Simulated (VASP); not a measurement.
# BN (P6_3mc) in VASP: a series of runs, part 2 of 2

VASP 6.6.1. The steps go on from the part before.

## 4. Single point, LDA (strain +0.040 along x and y, -0.080 along z)

INCAR reads:

```
SYSTEM = BN
PREC     = Accurate       ! precision mode
ENCUT    = 520            ! plane-wave cutoff, eV
EDIFF    = 1E-7           ! SCF threshold, eV
ISMEAR   = 0              ! smearing method
SIGMA    = 0.05           ! smearing width, eV
LREAL    = .False.        ! projectors in reciprocal space
LASPH    = .True.         ! aspherical terms in the spheres
NELM     = 100            ! most SCF steps
ALGO     = Normal         ! electronic algorithm
ISIF     = 2              ! what is computed and relaxed
LWAVE    = .False.        ! write WAVECAR
LCHARG   = .True.         ! write CHGCAR
LELF     = .True.         ! ELF
LVHAR    = .True.       
NBANDS   = 16             ! bands
```

KPOINTS reads:

```
Automatic mesh
0
Gamma
  12 12 6
  0 0 0
```

POSCAR reads:

```
BN
1.0
    2.6560971858      0.0000000000      0.0000000000
   -1.3280485929      2.3002476378      0.0000000000
    0.0000000000      0.0000000000      3.8887066000
B N
2 2
Direct
    0.6666666667      0.3333333333      0.9997240000
    0.3333333333      0.6666666667      0.4997240000
    0.6666666667      0.3333333333      0.6252760000
    0.3333333333      0.6666666667      0.1252760000
```

Potentials or basis: VASP PAW LDA potentials, release 64 (B, N).

On the command line:

```console
$ cat potpaw_LDA.64/B/POTCAR potpaw_LDA.64/N/POTCAR > POTCAR
$ mpirun -np 1 vasp_std > vasp.out
```

OUTCAR:

```text
SYSTEM = BN
   PREC = Accurate
   ENCUT = 520
   EDIFF = 1E-7
   ISMEAR = 0
   LREAL = .False.
   LASPH = .True.
   NELM = 100
   ISIF = 2

 ion  position               nearest neighbor table
   1  0.667  0.333  1.000-   3 1.46   4 1.61   4 1.61   4 1.61
   2  0.333  0.667  0.500-   4 1.46   3 1.61   3 1.61   3 1.61
   3  0.667  0.333  0.625-   1 1.46   2 1.61   2 1.61   2 1.61
   4  0.333  0.667  0.125-   2 1.46   1 1.61   1 1.61   1 1.61

  LATTYP: Found a hexagonal cell.
 ALAT       =     2.6560971858
 C/A-ratio  =     1.4640678891

  Lattice vectors:

 A1 = (   2.6560971858,   0.0000000000,   0.0000000000)
 A2 = (  -1.3280485929,   2.3002476378,   0.0000000000)
 A3 = (   0.0000000000,   0.0000000000,   3.8887066000)

Analysis of symmetry for initial positions (statically):
=====================================================================
 Subroutine PRICEL returns:
 Original cell was already a primitive cell.

 Routine SETGRP: Setting up the symmetry group for a
 hexagonal supercell.

 Subroutine GETGRP returns: Found 12 space group operations
 (whereof  6 operations were pure point group operations)
 out of a pool of 24 trial point group operations.

The static configuration has the point symmetry C_3v.
 The point group associated with its full space group is C_6v.

Analysis of symmetry for dynamics (positions and initial velocities):
=====================================================================
 Subroutine PRICEL returns:
 Original cell was already a primitive cell.

 Routine SETGRP: Setting up the symmetry group for a
 hexagonal supercell.

 Subroutine GETGRP returns: Found 12 space group operations
 (whereof  6 operations were pure point group operations)
 out of a pool of 24 trial point group operations.

The dynamic configuration has the point symmetry C_3v.
 The point group associated with its full space group is C_6v.

 Subroutine INISYM returns: Found 12 space group operations
 (whereof  6 operations are pure point group operations),
[... 123 lines left out ...]
  Thomas-Fermi vector in A             =   2.554312
   LORBIT       =      0    0 simple, 1 ext, 2 COOP (PROOUT), +10 PAW based schemes
   GGA     = CA    functional components
   LHFCALC =     F    Hartree Fock is set to
   AEXX    =    0.0000 exact exchange contribution
   IVDW    =     0    specifies the selected vdW correction
   LEPSILON=     F    determine dielectric tensor
   LRPA    =     F    only Hartree local field effects (RPA)
 non-spin polarized calculation
 Gauss-broadening in eV      SIGMA  =   0.05
  energy-cutoff  :      520.00
  volume of cell :       23.76
 maximum number of plane-waves:       657
 NGX is ok and might be reduce to    20
   NGX =  9   NGY =  9   NGZ = 15

 number of electron      16.0000000 magnetization

 Free energy of the ion-electron system (eV)
  ---------------------------------------------------
  ext. energy  EPLUGINS =         0.00000000
  ---------------------------------------------------
  free energy    TOTEN  =       -37.99662646 eV

  energy without entropy =      -37.99662646  energy(sigma->0) =      -37.99662646

 E-fermi :   7.8035     XC(G=0): -13.0506

 val. band max:        7.4867936806   @ k =   0.0000   0.0000   0.0000
 cond. band min:      12.7637462896   @ k =   0.5000   0.0000   0.0000
 fundamental gap:      5.2769526089
 Fermi energy:         7.8034826335

 k-point     1 :       0.0000    0.0000    0.0000
  band No.  band energies     occupation
      1     -12.7550      2.00000
      2      -7.5201      2.00000
      3      -3.0100      2.00000
      4       4.3531      2.00000
      5       4.3531      2.00000
      6       7.1346      2.00000
[... 433 lines left out ...]
      3      -1.6152      2.00000
      4       0.5469      2.00000
      5       1.8541      2.00000
      6       2.4274      2.00000
[... 8 lines left out ...]
     15      23.0004      0.00000
     16      24.0829      0.00000

 [... further k-points ...]

------------------------ aborting loop because EDIFF is reached ----------------------------------------

  FORCE on cell =-STRESS in cart. coord.  units (eV):
  Direction    XX          YY          ZZ          XY          YZ          ZX
  --------------------------------------------------------------------------------------
  -------------------------------------------------------------------------------------
  Total       -6.5621965     -6.5621965     11.9412895      0.0000000      0.0000000     -0.0000000
  in kB     -442.5232386   -442.5232386    805.2636183      0.0000000      0.0000000     -0.0000000
  external PRESSURE =     -26.5942863 kB  Pullay stress =       0.0000000 kB

 VOLUME and BASIS-vectors are now :
 -----------------------------------------------------------------------------
  energy-cutoff  :      520.00
  volume of cell :       23.76
      direct lattice vectors                 reciprocal lattice vectors
     2.656097186  0.000000000  0.000000000     0.376492248  0.217367901  0.000000000
    -1.328048593  2.300247638  0.000000000     0.000000000  0.434735801  0.000000000
     0.000000000  0.000000000  3.888706600     0.000000000  0.000000000  0.257154911

 POSITION                                       TOTAL-FORCE (eV/Angst)
 -----------------------------------------------------------------------------------
      1.32805      0.76675      3.88763         0.000000     -0.000000      0.895916
     -0.00000      1.53350      1.94328        -0.000000      0.000000      0.895916
      1.32805      0.76675      2.43151         0.000000      0.000000     -0.895916
     -0.00000      1.53350      0.48716        -0.000000     -0.000000     -0.895916
 -----------------------------------------------------------------------------------
    total drift:                                0.000000      0.000000     -0.000378

  FREE ENERGIE OF THE ION-ELECTRON SYSTEM (eV)
  ---------------------------------------------------
  free  energy   TOTEN  =       -37.9966264558 eV

  energy  without entropy=      -37.9966264558  energy(sigma->0) =      -37.99662646
```

It took 46 s on 1 thread of Intel Xeon 6975P-C, shared host; peak memory 0.14 GiB.

Results:

```
Free energy            : -37.9966 eV
Pressure               : -2.7 GPa
Largest force          : 0.896 eV/Å
Band gap on the k mesh : 5.28 eV, indirect (least direct gap 6.85 eV)
```

Forces on the atoms (eV/Å):
```
B    0.000  0.000  0.896
B    0.000  0.000  0.896
N    0.000  0.000 -0.896
N    0.000  0.000 -0.896
```

Levels at points of the mesh, in eV from the valence-band top:
```
           k point  band 5  band 6  band 7  band 8  band 9  band 10  band 11  band 12
(0.00, 0.00, 0.00)   -3.13   -0.35    0.00    0.00    7.07     7.07     7.13     9.26
(0.50, 0.00, 0.00)   -6.69   -5.75   -4.74   -1.57    5.28     8.44     9.54    10.82
(0.00, 0.00, 0.50)   -1.78   -1.78   -1.78   -1.78    7.72     7.72     8.95     8.95
(0.50, 0.00, 0.50)   -4.08   -4.08   -2.95   -2.95    6.31     6.31    11.12    11.12
```

Caveat: the cell differs from its parent crystal (strain +0.040 along x and y, -0.080 along z).

## 5. Single point, LDA (strain +0.000 along x and y, +0.040 along z)

INCAR reads:

```
PREC     = Accurate       # precision mode
ENCUT    = 520            # plane-wave cutoff, eV
EDIFF    = 1E-6           # SCF threshold, eV
ISMEAR   = 0              # smearing method
SIGMA    = 0.05           # smearing width, eV
LREAL    = False          # projectors in reciprocal space
LASPH    = True           # aspherical terms in the spheres
NELM     = 80             # most SCF steps
ALGO     = Normal         # electronic algorithm
ISIF     = 2              # what is computed and relaxed
LWAVE    = False          # write WAVECAR
LCHARG   = False          # write CHGCAR
NBANDS   = 16             # bands
```

KPOINTS reads:

```
Automatic mesh
0
Gamma
  12 12 6
```

POSCAR reads:

```
BN
1.0
    2.5539396017      0.0000000000      0.0000000000
   -1.2769698009      2.2117765748      0.0000000000
    0.0000000000      0.0000000000      4.3959292000
B N
2 2
Direct
    0.6666666667      0.3333333333      0.9997240000
    0.3333333333      0.6666666667      0.4997240000
    0.6666666667      0.3333333333      0.6252760000
    0.3333333333      0.6666666667      0.1252760000
```

On the command line:

```console
$ cat potpaw_LDA.64/B/POTCAR potpaw_LDA.64/N/POTCAR > POTCAR
$ mpirun -np 1 vasp_std > vasp.out
```

Run time: 46 s. Hardware: 1 thread of Intel Xeon 6975P-C, shared host; peak memory 0.14 GiB.

The run converged. Its results:

```
Free energy            : -38.5401 eV
Pressure               : -25.3 GPa
Largest force          : 0.184 eV/Å
Band gap on the k mesh : 4.89 eV, indirect (least direct gap 6.94 eV)
```

Forces on the atoms (eV/Å):
```
B    0.000  0.000  0.184
B    0.000  0.000  0.184
N    0.000  0.000 -0.184
N    0.000  0.000 -0.184
```

Stress tensor (GPa, compression positive):
```
-14.26   0.00   0.00
  0.00 -14.26   0.00
  0.00   0.00 -47.24
```

Levels at points of the mesh, in eV from the valence-band top:
```
           k point  band 6  band 7  band 8  band 9  band 10  band 11
(0.00, 0.00, 0.00)   -0.43    0.00    0.00    6.94     8.38     8.38
(0.50, 0.00, 0.00)   -4.57   -4.16   -2.17    6.78     7.36    10.45
(0.00, 0.00, 0.50)   -0.96   -0.96   -0.96    9.47     9.47     9.75
(0.50, 0.00, 0.50)   -3.61   -3.53   -3.53    6.11     6.11     9.48
```

Caveat: the cell differs from its parent crystal (strain +0.000 along x and y, +0.040 along z). A k mesh can miss the band edges.

## 6. Summary

```tsv
cell	gap on the mesh (eV)	pressure (GPa)	largest force (eV/Å)
a = 2.554, b = 2.554, c = 4.058 Å, angles 90.0, 90.0, 120.0°, 4 atoms	5.04	3.8	0.18
a = 2.452, b = 2.452, c = 4.565 Å, angles 90.0, 90.0, 120.0°, 4 atoms	4.49	-5.1	0.54
a = 2.656, b = 2.656, c = 3.889 Å, angles 90.0, 90.0, 120.0°, 4 atoms	5.28	-2.7	0.90
a = 2.554, b = 2.554, c = 4.396 Å, angles 90.0, 90.0, 120.0°, 4 atoms	4.89	-25.3	0.18
```

Alike in all rows: task single point; level LDA; potentials or basis VASP PAW LDA potentials, release 64 (B, N); no spin polarisation; k mesh 12 × 12 × 6; cutoff (eV) 520; smearing gaussian 0.05 eV.

Total energies depend on the potentials used, so only differences within one code and one set of settings carry meaning.
